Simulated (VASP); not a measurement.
# Cu (C2/m) in VASP: single point with PBEsol

Aim: the single point of Cu with PBEsol.

Everything below comes from runs of VASP 6.6.1. Logs are shortened: lines on timing, memory, paths and dates and some standing lists are left out, and cuts for length are marked.

## (1) The cell of the first run

It takes space group C2/m (No. 12, monoclinic). Conventional cell: a = 2.752 Å, b = 4.081 Å, c = 12.270 Å, α = 90.00°, β = 93.86°, γ = 90.00°. Within 3.1 Å of Cu (site symmetry m) lie 14 Cu at 2.11 to 3.00 Å. Within 3.2 Å of Cu (site symmetry m) lie 14 Cu at 2.46 to 2.89 Å. Cu (site symmetry m) has 14 Cu at 2.46 to 2.89 Å within 3.2 Å.

## (2) Single point, PBEsol (the part above a cut slid along it)

Input file INCAR:

```
  ALGO = Fast
  EDIFF = 1E-6
  ENCUT = 520
  GGA = PS
  ISIF = 2
  ISMEAR = 0
  LASPH = True
  LCHARG = True
  LELF = True
  LREAL = False
  LVHAR = True
  LWAVE = False
  NBANDS = 42
  NELM = 80
  PREC = Accurate
  SIGMA = 0.15
```

Input file KPOINTS:

```
k-points
0
Gamma
  20 20 4
```

Input file POSCAR:

```
Cu
1.0
   -1.4427933200     -1.4427933200     -1.3760814500
   -1.4427933200     -1.4427933200      1.3760814500
   -8.6567599200      8.6567599200     -0.8256488700
Cu
6
Direct
    0.4750050000      0.5249950000      0.0833166667
   -0.2749950000      0.2749950000      0.9166500000
    0.3750050000      0.6249950000      0.4166500000
   -0.0749950000      0.0749950000      0.2499833333
    0.2750050000      0.7249950000      0.7499833333
   -0.1749950000      0.1749950000      0.5833166667
```

Potentials or basis: VASP PAW PBE potentials, release 64 (Cu).

Launch:

```console
cat potpaw_PBE.64/Cu/POTCAR > POTCAR
mpirun -np 1 vasp_std > vasp.out
```

OUTCAR:

```text
EDIFF = 1E-6
   ENCUT = 520
   GGA = PS
   ISIF = 2
   ISMEAR = 0
   LASPH = True
   LREAL = False
   NELM = 80
   PREC = Accurate

 ion  position               nearest neighbor table
   1  0.475  0.525  0.083-   2 2.11   4 2.46   4 2.46
   2  0.725  0.275  0.917-   1 2.11   5 2.46   5 2.46
   3  0.375  0.625  0.417-   4 2.46   6 2.46   4 2.46   6 2.46
   4  0.925  0.075  0.250-   1 2.46   1 2.46   3 2.46   3 2.46
   5  0.275  0.725  0.750-   6 2.46   6 2.46   2 2.46   2 2.46
   6  0.825  0.175  0.583-   5 2.46   5 2.46   3 2.46   3 2.46

  LATTYP: Found a base centered monoclinic cell.
 ALAT       =     2.7521629000
 B/A-ratio  =     1.4827740617
 C/A-ratio  =     4.4584268820
 COS(beta)  =    -0.0672883077

  Lattice vectors:

 A1 = (  -1.4427933200,  -1.4427933200,   1.3760814500)
 A2 = (   1.4427933200,   1.4427933200,   1.3760814500)
 A3 = (  -8.6567599200,   8.6567599200,  -0.8256488700)

Analysis of symmetry for initial positions (statically):
=====================================================================
 Subroutine PRICEL returns:
 Original cell was already a primitive cell.

 Routine SETGRP: Setting up the symmetry group for a
 base centered monoclinic supercell.

 Subroutine GETGRP returns: Found  4 space group operations
 (whereof  2 operations were pure point group operations)
 out of a pool of  4 trial point group operations.

The static configuration has the point symmetry C_1h.
 The point group associated with its full space group is C_2h.

Analysis of symmetry for dynamics (positions and initial velocities):
=====================================================================
 Subroutine PRICEL returns:
 Original cell was already a primitive cell.

 Routine SETGRP: Setting up the symmetry group for a
 base centered monoclinic supercell.

 Subroutine GETGRP returns: Found  4 space group operations
 (whereof  2 operations were pure point group operations)
 out of a pool of  4 trial point group operations.

The dynamic configuration has the point symmetry C_1h.
 The point group associated with its full space group is C_2h.

 Subroutine INISYM returns: Found  4 space group operations
 (whereof  2 operations are pure point group operations),
 and found     1 'primitive' translations

----------------------------------------------------------------------------------------

                                     Primitive cell

  volume of cell :      68.7486

  direct lattice vectors                    reciprocal lattice vectors
    -1.442793320 -1.442793320 -1.376081450    -0.155947492 -0.190602490 -0.363350585
    -1.442793320 -1.442793320  1.376081450    -0.190602490 -0.155947492  0.363350585
    -8.656759920  8.656759920 -0.825648870    -0.057758330  0.057758330  0.000000000

  length of vectors
     2.461078074  2.461078074 12.270317057     0.438944845  0.438944845  0.081682614

  position of ions in fractional coordinates (direct lattice)
     0.475005000  0.524995000  0.083316667
     0.725005000  0.274995000  0.916650000
     0.375005000  0.624995000  0.416650000
     0.925005000  0.074995000  0.249983333
     0.275005000  0.724995000  0.749983333
     0.825005000  0.174995000  0.583316667

  ion indices of the primitive-cell ions
   primitive index   ion index
                 1           1
                 2           2
                 3           3
                 4           4
                 5           5
                 6           6

----------------------------------------------------------------------------------------

 KPOINTS: k-points

Automatic generation of k-mesh.
 Grid dimensions read from file:
 generate k-points for:   20   20    4

 Generating k-lattice:

  Cartesian coordinates                     Fractional coordinates (reciprocal lattice)
    -0.007797375 -0.009530125 -0.018167529     0.050000000 -0.000000000 -0.000000000
    -0.009530125 -0.007797375  0.018167529    -0.000000000  0.050000000  0.000000000
    -0.014439583  0.014439583  0.000000000     0.000000000  0.000000000  0.250000000

  Length of vectors
     0.021947242  0.021947242  0.020420654

  Shift w.r.t. Gamma in fractional coordinates (k-lattice)
     0.000000000  0.000000000  0.000000000

 Subroutine IBZKPT returns following result:
 ===========================================

 Found    432 irreducible k-points:

 Following reciprocal coordinates:
            Coordinates               Weight
  0.000000  0.000000  0.000000      1.000000
  0.050000  0.000000 -0.000000      4.000000
  0.100000  0.000000  0.000000      4.000000
  0.150000  0.000000 -0.000000      4.000000
  0.200000  0.000000  0.000000      4.000000
  0.250000  0.000000 -0.000000      4.000000
[... 16 lines left out ...]
 -0.400000  0.050000  0.000000      4.000000
 -0.350000  0.050000 -0.000000      4.000000
 [... further k-points ...]
   k-points           NKPTS =    432   k-points in BZ     NKDIM =    432   number of bands    NBANDS=     42
   number of dos      NEDOS =    301   number of ions     NIONS =      6
   total plane-waves  NPLWV =  31104
   dimension x,y,z NGX =    18 NGY =   18 NGZ =   96
   dimension x,y,z NGXF=    36 NGYF=   36 NGZF=  192
   ions per type =               6
   NGX,Y,Z   is equivalent  to a cutoff of  12.16, 12.16, 13.01 a.u.
   NGXF,Y,Z  is equivalent  to a cutoff of  24.32, 24.32, 26.01 a.u.
 SYSTEM =  unknown system
   PREC   = accura    normal or accurate (medium, high low for compatibility)
   ISTART =      0    job   : 0-new  1-cont  2-samecut
   ICHARG =      2    charge: 1-file 2-atom 10-const
   ISPIN  =      1    spin polarized calculation?
   LNONCOLLINEAR =      F non collinear calculations
   LSORBIT =      F    spin-orbit coupling
   LASPH  =      T    aspherical Exc in radial PAW
   ENCUT  =  520.0 eV  38.22 Ry    6.18 a.u.   4.58  4.58 22.81*2*pi/ulx,y,z
   NELM   =     80;   NELMIN=  2; NELMDL= -5     # of ELM steps
   EDIFF  = 0.1E-05   stopping-criterion for ELM
   LREAL  =      F    real-space projection
   EDIFFG = 0.1E-04   stopping-criterion for IOM
   NSW    =      0    number of steps for IOM
   IBRION =     -1    ionic relax: 0-MD 1-quasi-New 2-CG
   NFREE  =      0    steps in history (QN), initial steepest desc. (CG)
   ISIF   =      2    stress and relaxation
   ISYM   =      2    0-nonsym 1-usesym 2-fastsym
   POTIM  = 0.5000    time-step for ionic-motion
   TEBEG  =    0.0;   TEEND  =   0.0 temperature during run
   PSTRESS=    0.0 pullay stress
   NELECT =      66.0000    total number of electrons
   NUPDOWN=      -1.0000    fix difference up-down
   EMIN   =  10.00;   EMAX   =-10.00  energy-range for DOS
   EFERMI =   0.00;   METHOD = LEGACY
   ISMEAR =     0;   SIGMA  =   0.15  broadening in eV -4-tet -1-fermi 0-gaus
   EFERMI_NEDOS =   21; number of points for ismear=-14 and -15
   IALGO  =     68    algorithm
   IMIX   =      4    mixing-type and parameters
     AMIX     =   0.40;   BMIX     =  1.00
     AMIX_MAG =   1.60;   BMIX_MAG =  1.00
  volume/ion in A,a.u.               =      11.46        77.32
  Fermi-wavevector in a.u.,A,eV,Ry     =   1.614984  3.051878 35.486359  2.608174
  Thomas-Fermi vector in A             =   2.709805
   LORBIT       =      0    0 simple, 1 ext, 2 COOP (PROOUT), +10 PAW based schemes
   GGA     = PS    functional components
   LHFCALC =     F    Hartree Fock is set to
   AEXX    =    0.0000 exact exchange contribution
   IVDW    =     0    specifies the selected vdW correction
   LEPSILON=     F    determine dielectric tensor
   LRPA    =     F    only Hartree local field effects (RPA)
 non-spin polarized calculation
 RMM-DIIS sequential band-by-band and
 Gauss-broadening in eV      SIGMA  =   0.15
  energy-cutoff  :      520.00
  volume of cell :       68.75
 maximum number of plane-waves:      1883
   NGX =  9   NGY =  9   NGZ = 45

 number of electron      65.9999943 magnetization

 Free energy of the ion-electron system (eV)
  ---------------------------------------------------
  ext. energy  EPLUGINS =         0.00000000
  ---------------------------------------------------
  free energy    TOTEN  =       -25.15209012 eV

  energy without entropy =      -25.12862975  energy(sigma->0) =      -25.14035993

 E-fermi :   7.7711     XC(G=0): -13.0776

 val. band max:        7.7705642368   @ k =  -0.3500   0.1500   0.2500
 cond. band min:       7.7726132554   @ k =   0.1000   0.2500   0.2500
 fundamental gap:      0.0020490186
 Fermi energy:         7.7710547375

 k-point     1 :       0.0000    0.0000    0.0000
  band No.  band energies     occupation
      1      -1.8285      2.00000
      2      -0.8024      2.00000
      3      -0.7751      2.00000
      4       1.6723      2.00000
      5       1.7048      2.00000
      6       2.6271      2.00000
[... 34 lines left out ...]
     41      25.3048      0.00000
     42      26.6095      0.00000

 k-point     2 :       0.0500    0.0000   -0.0000
  band No.  band energies     occupation
      1      -1.7519      2.00000
      2      -0.7497      2.00000
      3      -0.6820      2.00000
      4       1.7065      2.00000
      5       1.7903      2.00000
      6       2.6724      2.00000
[... 34 lines left out ...]
     41      25.4660      0.00000
     42      25.5773      0.00000

 k-point     3 :       0.1000    0.0000    0.0000
  band No.  band energies     occupation
      1      -1.5238      2.00000
      2      -0.5627      2.00000
      3      -0.4369      2.00000
      4       1.8449      2.00000
      5       1.9989      2.00000
      6       2.8030      2.00000
[... 34 lines left out ...]
     41      23.9434      0.00000
     42      25.0474      0.00000

 k-point     4 :       0.1500    0.0000   -0.0000
  band No.  band energies     occupation
      1      -1.1494      2.00000
      2      -0.2403      2.00000
      3      -0.0581      2.00000
      4       2.0788      2.00000
      5       2.2953      2.00000
      6       3.0026      2.00000
[... 844 lines left out ...]
     41      15.2984      0.00000
     42      17.0903      0.00000

 k-point    23 :      -0.4000    0.0500    0.0000
  band No.  band energies     occupation
      1       2.3331      2.00000
      2       2.4347      2.00000
      3       2.5195      2.00000
      4       2.7940      2.00000
      5       2.9163      2.00000
      6       3.4367      2.00000
[... 34 lines left out ...]
     41      15.4134      0.00000
     42      16.0940      0.00000

 k-point    24 :      -0.3500    0.0500   -0.0000
  band No.  band energies     occupation
      1       1.7694      2.00000
      2       2.0440      2.00000
      3       2.2582      2.00000
      4       2.8363      2.00000
      5       2.9788      2.00000
      6       3.5003      2.00000
[... 34 lines left out ...]
     41      15.9329      0.00000
     42      17.3163      0.00000

 [... further k-points ...]

------------------------ aborting loop because EDIFF is reached ----------------------------------------

  FORCE on cell =-STRESS in cart. coord.  units (eV):
  Direction    XX          YY          ZZ          XY          YZ          ZX
  --------------------------------------------------------------------------------------
  -------------------------------------------------------------------------------------
  Total        1.8751846      1.8751846     -0.7054552     -2.2013116      1.3092820     -1.3092819
  in kB       43.7009598     43.7009598    -16.4405530    -51.3013121     30.5126648    -30.5126626
  external PRESSURE =      23.6537889 kB  Pullay stress =       0.0000000 kB

 VOLUME and BASIS-vectors are now :
 -----------------------------------------------------------------------------
  energy-cutoff  :      520.00
  volume of cell :       68.75
      direct lattice vectors                 reciprocal lattice vectors
    -1.442793320 -1.442793320 -1.376081450    -0.155947492 -0.190602490 -0.363350585
    -1.442793320 -1.442793320  1.376081450    -0.190602490 -0.155947492  0.363350585
    -8.656759920  8.656759920 -0.825648870    -0.057758330  0.057758330  0.000000000

 POSITION                                       TOTAL-FORCE (eV/Angst)
 -----------------------------------------------------------------------------------
     -2.16405     -0.72154     -0.00000        -1.412508      1.412508      0.866182
     -9.37801      6.49243     -1.37608         1.412508     -1.412508     -0.866182
     -5.04963      2.16405     -0.00000         0.001156     -0.001156      0.000973
     -3.60684      0.72125     -1.37608        -0.030358      0.030358      0.007291
     -7.93522      5.04963      0.00000         0.030358     -0.030358     -0.007291
     -6.49243      3.60684     -1.37608        -0.001156      0.001156     -0.000973
 -----------------------------------------------------------------------------------
    total drift:                                0.000002     -0.000002     -0.000073

  FREE ENERGIE OF THE ION-ELECTRON SYSTEM (eV)
  ---------------------------------------------------
  free  energy   TOTEN  =       -25.1520901233 eV

  energy  without entropy=      -25.1286297463  energy(sigma->0) =      -25.14035993
```

Run time: 35 min. Hardware: 1 thread of Oxide Virtual Turin-like, shared host; peak memory 0.8 GiB.

What came out:

* Free energy: -25.1521 eV
* Pressure: 2.4 GPa
* Largest force: 2.177 eV/Å
* Band gap on the k mesh: zero (bands 33 and 34 overlap by 5.87 eV)

Forces on the atoms (eV/Å):
```
Cu  -1.413  1.413  0.866
Cu   1.413 -1.413 -0.866
Cu   0.001 -0.001  0.001
Cu  -0.030  0.030  0.007
Cu   0.030 -0.030 -0.007
Cu  -0.001  0.001 -0.001
```

Stress tensor (GPa, compression positive):
```
 4.37 -5.13 -3.05
-5.13  4.37  3.05
-3.05  3.05 -1.64
```

Levels at points of the mesh, in eV from the Fermi level:
```
           k point  band 29  band 30  band 31  band 32  band 33  band 34  band 35  band 36  band 37  band 38
(0.00, 0.00, 0.00)    -2.06    -2.05    -2.04    -2.04    -1.77    -1.63    -1.49    -0.92     4.22     9.19
(0.50, 0.00, 0.00)    -1.61    -1.60    -0.55    -0.14    -0.03     0.24     0.36     1.27     3.73     5.15
(0.50, 0.50, 0.00)    -1.39    -1.33    -0.93     1.36     1.36     4.17     4.48     4.48     4.88     4.88
(0.00, 0.00, 0.50)    -2.05    -2.04    -1.98    -1.90    -1.86    -1.77    -1.68    -1.44     5.84     5.91
(0.50, 0.00, 0.50)    -1.43    -1.35    -0.79    -0.29     0.08     0.30     0.33     1.27     3.64     4.99
(0.50, 0.50, 0.50)    -1.39    -1.39    -0.08    -0.07     3.04     3.04     4.23     4.25     4.97     4.98
```

Caveat: the cell differs from its parent crystal (the part above a cut slid along it); the stress differs along the axes, from -2 to 4 GPa; the PAW data sets were made with another functional, which shifts forces and pressure a little.
